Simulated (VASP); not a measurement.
# Mo (Pm-3m) in VASP: further runs, part 2 of 2

VASP 6.6.1.

## 4. Single point, r2SCAN

This run uses another cell than the first one, of 17.41 Å³/atom, 1.008 times its volume.

POSCAR reads:

```
Mo
1.0
    2.5916985199      0.0000000000      0.0000000000
    0.0000000000      2.5916985199      0.0000000000
    0.0000000000      0.0000000000      2.5916985199
Mo
1
Direct
    0.0000000000      0.0000000000      0.0000000000
```

INCAR.step1 reads:

```
SYSTEM = Mo
PREC     = Accurate       ! precision mode
ENCUT    = 520            ! plane-wave cutoff, eV
ISMEAR   = 0              ! smearing method
SIGMA    = 0.1            ! smearing width, eV
LREAL    = .False.        ! projectors in reciprocal space
LASPH    = .True.         ! aspherical terms in the spheres
NELM     = 80             ! most SCF steps
NBANDS   = 13             ! bands
GGA      = PE             ! functional
ALGO     = Normal         ! electronic algorithm
EDIFF    = 1E-4           ! SCF threshold, eV
LWAVE    = .True.         ! write WAVECAR
LCHARG   = .False.        ! write CHGCAR
```

INCAR.step2 reads:

```
SYSTEM = Mo
PREC     = Accurate       ! precision mode
ENCUT    = 520            ! plane-wave cutoff, eV
EDIFF    = 1E-6           ! SCF threshold, eV
ISMEAR   = 0              ! smearing method
SIGMA    = 0.1            ! smearing width, eV
LREAL    = .False.        ! projectors in reciprocal space
LASPH    = .True.         ! aspherical terms in the spheres
NELM     = 80             ! most SCF steps
ALGO     = Normal         ! electronic algorithm
ISIF     = 2              ! what is computed and relaxed
LWAVE    = .False.        ! write WAVECAR
LCHARG   = .False.        ! write CHGCAR
METAGGA  = R2SCAN         ! meta-GGA
LMIXTAU  = .True.       
NBANDS   = 13             ! bands
ISTART   = 1
```

KPOINTS reads:

```
Automatic mesh
0
Gamma
  16 16 16
  0 0 0
```

Potentials or basis: VASP PAW PBE potentials, release 64 (Mo_sv).

Command:

```
$ cat potpaw_PBE.64/Mo_sv/POTCAR > POTCAR
$ cp INCAR.step1 INCAR
$ mpirun -np 1 vasp_std > vasp.out
$ cp INCAR.step2 INCAR
$ mpirun -np 1 vasp_std > vasp.out
```

OUTCAR:

```text
SYSTEM = Mo
   PREC = Accurate
   ENCUT = 520
   EDIFF = 1E-6
   ISMEAR = 0
   LREAL = .False.
   LASPH = .True.
   NELM = 80
   ISIF = 2
   METAGGA = R2SCAN
   ISTART = 1

 ion  position               nearest neighbor table
   1  0.000  0.000  0.000-

  LATTYP: Found a simple cubic cell.
 ALAT       =     2.5916985199

  Lattice vectors:

 A1 = (   2.5916985199,   0.0000000000,   0.0000000000)
 A2 = (   0.0000000000,   2.5916985199,   0.0000000000)
 A3 = (   0.0000000000,   0.0000000000,   2.5916985199)

Analysis of symmetry for initial positions (statically):
=====================================================================
 Subroutine PRICEL returns:
 Original cell was already a primitive cell.

 Routine SETGRP: Setting up the symmetry group for a
 simple cubic supercell.

 Subroutine GETGRP returns: Found 48 space group operations
 (whereof 48 operations were pure point group operations)
 out of a pool of 48 trial point group operations.

The static configuration has the point symmetry O_h .

Analysis of symmetry for dynamics (positions and initial velocities):
=====================================================================
 Subroutine PRICEL returns:
 Original cell was already a primitive cell.

[... 161 lines left out ...]
 k-point     1 :       0.0000    0.0000    0.0000
  band No.  band energies     occupation
      1     -52.2384      2.00000
      2     -24.7007      2.00000
      3     -24.7007      2.00000
      4     -24.7007      2.00000
      5       3.9441      2.00000
      6       6.2690      2.00000
      7       6.2690      2.00000
      8      14.9751      0.00000
      9      14.9751      0.00000
     10      14.9751      0.00000
     11      27.3576      0.00000
     12      27.3576      0.00000
     13      27.3576      0.00000
[... 354 lines left out ...]
  band No.  band energies     occupation
      1     -51.9810      2.00000
      2     -26.3000      2.00000
      3     -24.7930      2.00000
      4     -24.5313      2.00000
      5       7.3239      2.00000
      6       8.0760      2.00000
      7       8.9812      2.00000
      8      11.7061      0.00000
      9      13.2900      0.00000
     10      14.7635      0.00000
     11      20.3931      0.00000
     12      26.4757      0.00000
     13      30.4195      0.00000

 [... further k-points ...]
[... 5 lines left out ...]
  --------------------------------------------------------------------------------------
  -------------------------------------------------------------------------------------
  Total        0.1099998      0.1099998      0.1099998     -0.0000000      0.0000000     -0.0000000
  in kB       10.1239307     10.1239307     10.1239307     -0.0000000      0.0000000     -0.0000000
  external PRESSURE =      10.1239307 kB  Pullay stress =       0.0000000 kB

 VOLUME and BASIS-vectors are now :
 -----------------------------------------------------------------------------
  energy-cutoff  :      520.00
  volume of cell :       17.41
      direct lattice vectors                 reciprocal lattice vectors
     2.591698520  0.000000000  0.000000000     0.385847348  0.000000000  0.000000000
     0.000000000  2.591698520  0.000000000     0.000000000  0.385847348  0.000000000
     0.000000000  0.000000000  2.591698520     0.000000000  0.000000000  0.385847348

 POSITION                                       TOTAL-FORCE (eV/Angst)
 -----------------------------------------------------------------------------------
      0.00000      0.00000      0.00000         0.000000      0.000000      0.000000
 -----------------------------------------------------------------------------------
    total drift:                                0.000000      0.000000      0.000000

  FREE ENERGIE OF THE ION-ELECTRON SYSTEM (eV)
  ---------------------------------------------------
  free  energy   TOTEN  =       -24.8706758575 eV

  energy  without entropy=      -24.8654361377  energy(sigma->0) =      -24.86805600
```

OSZICAR.step1:

```text
N       E                     dE             d eps       ncg     rms          rms(c)
DAV:   1     0.955473612229E+02    0.95547E+02   -0.80910E+03  4330   0.109E+03
DAV:   2    -0.897519122776E+01   -0.10452E+03   -0.10001E+03  4895   0.308E+02
DAV:   3    -0.101947053880E+02   -0.12195E+01   -0.12161E+01  4880   0.335E+01
DAV:   4    -0.101978608552E+02   -0.31555E-02   -0.31554E-02  4805   0.206E+00
DAV:   5    -0.101978845935E+02   -0.23738E-04   -0.23738E-04  4887   0.159E-01    0.122E+01
DAV:   6    -0.982574990117E+01    0.37213E+00   -0.50978E-01  4335   0.835E+00    0.392E+00
DAV:   7    -0.978459725953E+01    0.41153E-01   -0.89861E-02  4695   0.336E+00    0.773E-01
DAV:   8    -0.978287138279E+01    0.17259E-02   -0.36061E-03  4415   0.747E-01    0.572E-02
DAV:   9    -0.978289599540E+01   -0.24613E-04   -0.46711E-05  3190   0.918E-02
   1 F= -.97828960E+01 E0= -.97798327E+01  d E =-.612655E-02
```

Wall time 2 min (1 thread of Intel Xeon Platinum 8375C at 2.90GHz (Ice Lake), shared host); peak memory 0.15 GiB.

What came out:

```
Free energy            : -24.8707 eV
Pressure               : 1.0 GPa
Band gap on the k mesh : zero (band 7 reaches 12.48 eV, above the bottom of band 8 at 9.75 eV)
```

Levels at points of the mesh, in eV from the Fermi level:
```tsv
k point	band 5	band 6	band 7	band 8	band 9	band 10
(0.00, 0.00, 0.00)	-6.83	-4.51	-4.51	4.20	4.20	4.20
(0.50, 0.00, 0.00)	-3.66	-3.56	0.05	0.83	0.83	4.53
(0.50, 0.50, 0.00)	-5.55	-2.42	1.52	1.52	6.13	6.13
(0.50, 0.50, 0.50)	-3.85	-3.85	-3.85	6.57	6.57	8.15
```

Caveat: the PAW data sets were made with another functional, which shifts forces and pressure a little.

## 5. The runs side by side

```tsv
task	cell	k mesh	cutoff (eV)	gap on the mesh (eV)	pressure (GPa)
single point	a = 2.585 Å, 1 atom	6 × 6 × 6	520	none	0.7
relaxation of cell and atoms	relaxed from a = 2.553 Å, 1 atom	6 × 6 × 6	600	none	-0.3
single point	a = 2.592 Å, 1 atom	16 × 16 × 16	520	none	1.0
```

Alike in all rows: level r2SCAN; potentials or basis VASP PAW PBE potentials, release 64 (Mo_sv); no spin polarisation; smearing gaussian 0.1 eV.

Caveats: some runs use coarse meshes; the PAW data sets were made with another functional, which shifts forces and pressure a little.

Absolute energies hang on the potentials; compare differences alone.
